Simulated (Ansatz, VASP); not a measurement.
Cs3NaB2 in VASP and in Ansatz

```
Cs Na B
1.0
     8.97086    0.00000    0.00000
    -4.48543    7.76899    0.00000
     0.00000    0.00000    4.12769
Cs Na B
3 1 2
Direct
  0.50000 0.00000 0.50000
  0.50000 0.50000 0.50000
  0.00000 0.50000 0.50000
  0.00000 0.00000 0.00000
  0.33333 0.66667 0.00000
  0.66667 0.33333 0.00000
```

Change from the starting cell: species swapped into the TbB2Ru3 type (P6/mmm, No. 191).

Alike in both runs: functional PBE; k mesh 6 × 6 × 10; occupations gaussian, width 0.1 eV; no spin polarisation.

Ansatz relaxed the structure, and its values are those at the end. VASP's run is a single point on that final structure, the one shown.

```csv
,VASP,Ansatz
version,VASP 6.6.1,Ansatz 0.2.0
potentials or method,"VASP PAW PBE potentials, release 64 (Cs_sv, Na_pv, B), cutoff 520 eV","scalar-relativistic, plane waves, PAW"
valence electrons in the cell,40,42
```

```csv
,VASP,Ansatz,Ansatz less VASP
gap on the k mesh at the Fermi level (eV),none,none,-
pressure (GPa),0.0,0.0,-0.02
```

A gap of «none» marks a metal or a gap that the smearing closes. With one functional, cell and mesh, what is left measures potentials, basis and numerics. VASP's potentials hold 40 valence electrons a cell and Ansatz's 42, so a difference there can come from the potentials and not from the codes.

Spin-orbit coupling is off throughout.
